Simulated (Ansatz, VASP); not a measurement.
LiCl: VASP beside Ansatz

```
CELL_PARAMETERS angstrom
0.00000 2.65453 2.56476
2.65453 0.00000 2.56476
2.65453 2.65453 0.00000
ATOMIC_POSITIONS crystal
Li 0.00000 0.00000 0.00000
Cl 0.50000 0.50000 0.50000
```

Change from the starting cell: strain +0.0350 x Voigt [1, 1, 0, 0, 0, 0], atoms carried along.

Alike in both runs: task single point; functional PBE; k mesh 8 × 8 × 8; occupations gaussian, width 0.05 eV; no spin polarisation.

|  | VASP | Ansatz |
| --- | --- | --- |
| version | VASP 6.6.1 | Ansatz 0.2.0 |
| potentials or method | VASP PAW PBE potentials, release 64 (Li_sv, Cl), cutoff 520 eV | scalar-relativistic, plane waves, PAW |
| valence electrons in the cell | 10 | 10 |

|  | VASP | Ansatz | Ansatz less VASP |
| --- | --- | --- | --- |
| gap on the k mesh at the Fermi level (eV) | 5.94 | 5.92 | -0.011 |
| least direct gap on the mesh (eV) | 5.94 | 5.92 | -0.011 |

With one functional, cell and mesh, what is left measures potentials, basis and numerics.

Noted on VASP's run: the cutoff is short for stress, so the pressure is rough.
